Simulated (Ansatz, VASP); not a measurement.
PbO2 in VASP and in Ansatz

```
Pb O
1.0
     0.00000    2.64795    2.70199
     2.64795    0.00000    2.70199
     2.64795    2.64795    0.00000
Pb O
1 2
Cartesian
  0.0000 0.0000 0.0000
  3.9719 3.9719 4.0530
  1.3240 1.3240 1.3510
```

Alike in both runs: task single point; functional PBEsol; k mesh 7 × 7 × 7; occupations fermi-dirac, width 0.05 eV; no spin polarisation.

```csv
,VASP,Ansatz
version,VASP 6.6.1,Ansatz 0.2.0
potentials or method,"VASP PAW PBE potentials, release 64 (Pb_d, O)",Ansatz PAW
plane-wave cutoff (eV),520,420
valence electrons in the cell,26,26
```

```tsv
	VASP	Ansatz	Ansatz less VASP
gap on the k mesh at the Fermi level (eV)	none	none	-
pressure (GPa)	-0.1	-0.4	-0.26
traceless stress, the component that is largest in VASP (GPa)	-3.70	-3.71	-0.012
```

VASP's potentials were made for PBE, not for PBEsol. A gap of «none» marks a metal or a gap that the smearing closes. With one functional, cell and mesh, what is left measures potentials, basis and numerics.

Spin-orbit coupling is off throughout.
